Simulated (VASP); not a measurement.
# CuO (P4/nmm) in VASP: further runs, part 2 of 2

VASP 6.6.1.

## Step 3: Single point, PBE+U

File INCAR:

```
SYSTEM = CuO
PREC = Accurate
ENCUT = 520
EDIFF = 1E-7
ISMEAR = -1
SIGMA = 0.05
LREAL = .FALSE.
LASPH = .TRUE.
NELM = 150
ALGO = Normal
ISIF = 2
LWAVE = .FALSE.
LCHARG = .TRUE.
LMAXMIX = 4
LDAU = .TRUE.
LDAUTYPE = 2
LDAUL = 2 -1
LDAUU = 2 0
LDAUJ = 0 0
LDAUPRINT = 1
GGA = PE
LELF = .TRUE.
LVHAR = .TRUE.
NBANDS = 25
```

File KPOINTS:

```
Automatic mesh
0
G
  8 8 6
  0 0 0
```

File POSCAR:

```
CuO
1.0
    3.1754955000      0.0000000000      0.0000000000
    0.0000000000      3.1754955000      0.0000000000
    0.0000000000      0.0000000000      4.6495318700
Cu O
2 2
Direct
    0.0000000000      0.0000000000      0.0000000000
    0.5000000000      0.5000000000      0.0000000000
    0.5000000000      0.0000000000      0.2670000000
    0.0000000000      0.5000000000      0.7330000000
```

Potentials or basis: VASP PAW PBE potentials, release 64 (Cu, O).

Started as:

```bash
$ cat potpaw_PBE.64/Cu/POTCAR potpaw_PBE.64/O/POTCAR > POTCAR
$ mpirun -np 1 vasp_std > vasp.out
```

OUTCAR:

```text
SYSTEM = CuO
   PREC = Accurate
   ENCUT = 520
   EDIFF = 1E-7
   ISMEAR = -1
   LREAL = .FALSE.
   LASPH = .TRUE.
   NELM = 150
   ISIF = 2
   GGA = PE

 ion  position               nearest neighbor table
   1  0.000  0.000  0.000-   3 2.02   4 2.02   4 2.02   3 2.02   2 2.25   2 2.25   2 2.25   2 2.25

   2  0.500  0.500  0.000-   3 2.02   4 2.02   3 2.02   4 2.02   1 2.25   1 2.25   1 2.25   1 2.25

   3  0.500  0.000  0.267-   1 2.02   2 2.02   2 2.02   1 2.02
   4  0.000  0.500  0.733-   1 2.02   2 2.02   1 2.02   2 2.02

  LATTYP: Found a simple tetragonal cell.
 ALAT       =     3.1754955000
 C/A-ratio  =     1.4641909806

  Lattice vectors:

 A1 = (   3.1754955000,   0.0000000000,   0.0000000000)
 A2 = (   0.0000000000,   3.1754955000,   0.0000000000)
 A3 = (   0.0000000000,   0.0000000000,   4.6495318700)

Analysis of symmetry for initial positions (statically):
=====================================================================
 Subroutine PRICEL returns:
 Original cell was already a primitive cell.

 Routine SETGRP: Setting up the symmetry group for a
 simple tetragonal supercell.

 Subroutine GETGRP returns: Found 16 space group operations
 (whereof  8 operations were pure point group operations)
 out of a pool of 16 trial point group operations.

The static configuration has the point symmetry D_2d.
 The point group associated with its full space group is D_4h.

Analysis of symmetry for dynamics (positions and initial velocities):
=====================================================================
 Subroutine PRICEL returns:
 Original cell was already a primitive cell.

[... 211 lines left out ...]
  o =  0.8971  v =  0.0000  0.0000  0.0000  0.0000  0.0000  0.0000 -0.2081 -0.0000 -0.9781 -0.0000      0.0000  0.0000  0.0000  0.0000  0.0000  0.0000  0.0000  0.0000  0.0000  0.0000
  o =  0.8971  v =  0.0000 -0.2081 -0.0000 -0.9781 -0.0000  0.0000  0.0000  0.0000  0.0000  0.0000      0.0000  0.0000  0.0000  0.0000  0.0000  0.0000  0.0000  0.0000  0.0000  0.0000
  o =  0.9486  v =  0.0000  0.0000  1.0000 -0.0000  0.0000  0.0000  0.0000  0.0000  0.0000  0.0000      0.0000  0.0000  0.0000  0.0000  0.0000  0.0000  0.0000  0.0000  0.0000  0.0000
  o =  0.9486  v =  0.0000  0.0000  0.0000  0.0000  0.0000  0.0000  0.0000  1.0000 -0.0000  0.0000      0.0000  0.0000  0.0000  0.0000  0.0000  0.0000  0.0000  0.0000  0.0000  0.0000
  o =  0.9490  v =  1.0000  0.0000  0.0000  0.0000  0.0000  0.0000  0.0000  0.0000  0.0000  0.0000      0.0000  0.0000  0.0000  0.0000  0.0000  0.0000  0.0000  0.0000  0.0000  0.0000
  o =  0.9490  v =  0.0000  0.0000  0.0000  0.0000  0.0000  1.0000  0.0000  0.0000  0.0000  0.0000      0.0000  0.0000  0.0000  0.0000  0.0000  0.0000  0.0000  0.0000  0.0000  0.0000
  o =  0.9509  v =  0.0000  0.0000  0.0000  0.0000  0.0000  0.0000 -0.0000  0.0000  0.0000 -1.0000      0.0000  0.0000  0.0000  0.0000  0.0000  0.0000  0.0000  0.0000  0.0000  0.0000
  o =  0.9509  v =  0.0000 -0.0000  0.0000  0.0000 -1.0000  0.0000  0.0000  0.0000  0.0000  0.0000      0.0000  0.0000  0.0000  0.0000  0.0000  0.0000  0.0000  0.0000  0.0000  0.0000

 number of electron      34.0000035 magnetization

 Free energy of the ion-electron system (eV)
  ---------------------------------------------------
  ext. energy  EPLUGINS =         0.00000000
  ---------------------------------------------------
  free energy    TOTEN  =       -14.76042322 eV

  energy without entropy =      -14.70993937  energy(sigma->0) =      -14.73518130

 E-fermi :   2.8472     XC(G=0): -10.7185

 val. band max:        2.8448576071   @ k =   0.5000   0.0000   0.3333
 cond. band min:       2.8592669036   @ k =   0.5000   0.0000   0.0000
 fundamental gap:      0.0144092965
 Fermi energy:         2.8471679937

 k-point     1 :       0.0000    0.0000    0.0000
  band No.  band energies     occupation
      1     -15.4774      2.00000
      2     -14.7088      2.00000
      3      -3.4673      2.00000
      4      -2.6884      2.00000
      5      -2.1024      2.00000
      6      -2.1024      2.00000
[... 661 lines left out ...]
     24      16.1999      0.00000
     25      17.5958      0.00000

 [... further k-points ...]
[... 5 lines left out ...]
  --------------------------------------------------------------------------------------
  -------------------------------------------------------------------------------------
  Total        7.9704905      7.9704905     -2.6440508      0.0000000      0.0000000      0.0000000
  in kB      272.3725886    272.3725886    -90.3541575      0.0000000      0.0000000      0.0000000
  external PRESSURE =     151.4636732 kB  Pullay stress =       0.0000000 kB

 VOLUME and BASIS-vectors are now :
 -----------------------------------------------------------------------------
  energy-cutoff  :      520.00
  volume of cell :       46.88
      direct lattice vectors                 reciprocal lattice vectors
     3.175495500  0.000000000  0.000000000     0.314911484  0.000000000  0.000000000
     0.000000000  3.175495500  0.000000000     0.000000000  0.314911484  0.000000000
     0.000000000  0.000000000  4.649531870     0.000000000  0.000000000  0.215075416

 POSITION                                       TOTAL-FORCE (eV/Angst)
 -----------------------------------------------------------------------------------
      0.00000      0.00000      0.00000         0.000000      0.000000      0.000000
      1.58775      1.58775      0.00000         0.000000     -0.000000      0.000000
      1.58775      0.00000      1.24143         0.000000     -0.000000     -0.950943
      0.00000      1.58775      3.40811         0.000000      0.000000      0.950943
 -----------------------------------------------------------------------------------
    total drift:                                0.000000     -0.000000     -0.000000

  FREE ENERGIE OF THE ION-ELECTRON SYSTEM (eV)
  ---------------------------------------------------
  free  energy   TOTEN  =       -14.7604232200 eV

  energy  without entropy=      -14.7099393727  energy(sigma->0) =      -14.73518130
```

Wall time 36 s (1 thread of Intel Xeon Platinum 8488C (Sapphire Rapids), shared host); peak memory 0.19 GiB.

What came out:

- Free energy: -14.7604 eV
- Pressure: 15.1 GPa
- Largest force: 0.951 eV/Å
- Band gap on the k mesh: zero (band 17 reaches 3.33 eV, above the bottom of band 18 at 2.29 eV)

Forces on the atoms (eV/Å):
```
Cu   0.000  0.000  0.000
Cu   0.000  0.000  0.000
O    0.000  0.000 -0.951
O    0.000  0.000  0.951
```

Stress tensor (GPa, compression positive):
```
27.24  0.00  0.00
 0.00 27.24  0.00
 0.00  0.00 -9.04
```

Levels at points of the mesh, in eV from the Fermi level:
```csv
k point,band 14,band 15,band 16,band 17,band 18,band 19,band 20,band 21
"(0.00, 0.00, 0.00)",-1.11,-0.73,-0.22,0.48,0.48,1.42,6.72,11.33
"(0.50, 0.00, 0.00)",-2.52,-0.29,-0.29,0.01,0.01,5.54,5.54,10.90
"(0.50, 0.50, 0.00)",-1.80,-1.61,-1.61,-0.56,-0.56,5.85,5.85,9.54
"(0.00, 0.00, 0.50)",-0.98,-0.73,-0.70,0.29,0.29,3.01,5.90,11.31
"(0.50, 0.00, 0.50)",-2.58,0.05,0.05,0.09,0.09,5.39,5.39,9.97
"(0.50, 0.50, 0.50)",-1.90,-1.80,-1.80,-0.43,-0.43,6.77,6.77,9.53
```

Eigenvalues of the final occupation matrices:
```csv
site,spin,trace,eigenvalues
site 1 d,1,4.64,0.90 0.90 0.95 0.95 0.95
site 1 d,2,4.64,0.90 0.90 0.95 0.95 0.95
site 2 d,1,4.64,0.90 0.90 0.95 0.95 0.95
site 2 d,2,4.64,0.90 0.90 0.95 0.95 0.95
```

Caveat: U without spin polarisation on a metal has little footing.
